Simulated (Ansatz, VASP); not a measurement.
## Ti in VASP and in Ansatz

Contents of INCAR:

```
SYSTEM = Ti
PREC = Accurate
ENCUT = 520
EDIFF = 1E-8
ISMEAR = -1
SIGMA = 0.05
LREAL = .False.
LASPH = .True.
NELM = 100
ALGO = Normal
ISIF = 2
LWAVE = .False.
LCHARG = .False.
GGA = PE
LEFG = .True.
NBANDS = 12
```

KPOINTS

```
regular mesh
0
Gamma
  14 14 14
  0 0 0
```

Contents of POSCAR:

```
Ti
1.0
    0.0000000000      2.0199254961      2.0503000000
    2.0199254961      0.0000000000      2.0503000000
    2.0199254961      2.0199254961      0.0000000000
Ti
1
Direct
    0.0000000000      0.0000000000      0.0000000000
```

Input for Ansatz:

```yaml
crystal:
  lattice:
    - [0.0, 2.0199254961, 2.0503]
    - [2.0199254961, 0.0, 2.0503]
    - [2.0199254961, 2.0199254961, 0.0]
  atoms:
    - { symbol: Ti, position: [0.0, 0.0, 0.0] }
kpoints:
  mp_grid: { grid: [14, 14, 14] }
scf:
  occupations: { method: fermi_dirac, width: 0.05 }
hamiltonian:
  xc: pbe
  pseudopotentials: { kind: paw }
output:
  forces: true
  stress: true
  eigenvalues: true
  efg: { contact_densities: true }
```

Change from the starting cell: z stretched by +1 % at fixed volume, PAW files.

Alike in both runs: task electric field gradients; functional PBE; k mesh 14 × 14 × 14; occupations fermi-dirac, width 0.05 eV; no spin polarisation.

|  | VASP | Ansatz |
| --- | --- | --- |
| version | VASP 6.6.1 | Ansatz 0.2.0 |
| potentials or method | VASP PAW PBE potentials, release 64 (Ti_sv) | PAW with Ansatz's default frozen-core files, scalar-relativistic |
| plane-wave cutoff (eV) | 520 | 420 |
| valence electrons in the cell | 12 | 12 |

|  | VASP | Ansatz | Ansatz less VASP |
| --- | --- | --- | --- |
| pressure (GPa) | 4.1 | 4.4 | +0.32 |
| traceless stress, the component that is largest in VASP (GPa) | -0.27 | -0.26 | +0.004 |
| size of Vzz on the site where it differs most (V/Å²) | 1.8 | 1.9 | +0.09 |
